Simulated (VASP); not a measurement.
**GaAs: single point with PBE**

The system is GaAs.

```
Ga As
1.0
     0.00000    2.76226    2.76226
     2.76226    0.00000    2.76226
     2.76226    2.76226    0.00000
Ga As
1 1
Direct
  0.00000 0.00000 0.00000
  0.25000 0.25000 0.25000
```

This cell differs from its parent crystal: strain -2.5%.

```json
{
 "Program": "VASP 6.6.1",
 "Task": "single point",
 "Functional": "PBE",
 "Potentials or basis": "VASP PAW PBE potentials, release 64 (Ga_d, As)",
 "Cutoff": "520 eV",
 "k mesh": "8 × 8 × 8",
 "Occupations": "fermi-dirac, width 0.02 eV",
 "Spin": "no spin polarisation",
 "Dipole correction": "no",
 "Further INCAR settings": "ALGO = Normal; EDIFF = 1e-06; NBANDS = 16"
}
```

The pressure is 9.6 GPa and the band gap on the k mesh is 1.06 eV, direct.

Levels at points of the mesh, in eV from the valence-band top:
```csv
k point,band 5,band 6,band 7,band 8,band 9,band 10,band 11,band 12,band 13,band 14
"(0.00, 0.00, 0.00)",-14.85,-13.25,0.00,0.00,0.00,1.06,3.74,3.74,3.74,7.80
"(0.50, 0.00, 0.00)",-14.85,-11.26,-7.04,-1.25,-1.25,1.20,4.65,4.65,7.80,10.94
"(0.50, 0.50, 0.00)",-14.84,-10.42,-7.16,-2.93,-2.93,1.32,1.60,10.73,10.73,11.63
```

It took 18 s on 1 thread of Intel(R) Xeon(R) Platinum 8375C CPU @ 2.90GHz (Ice Lake), with other jobs on the host, peak memory 0.16 GiB.

Caveat: the cell differs from its parent crystal (strain -2.5%). A k mesh can miss the band edges.
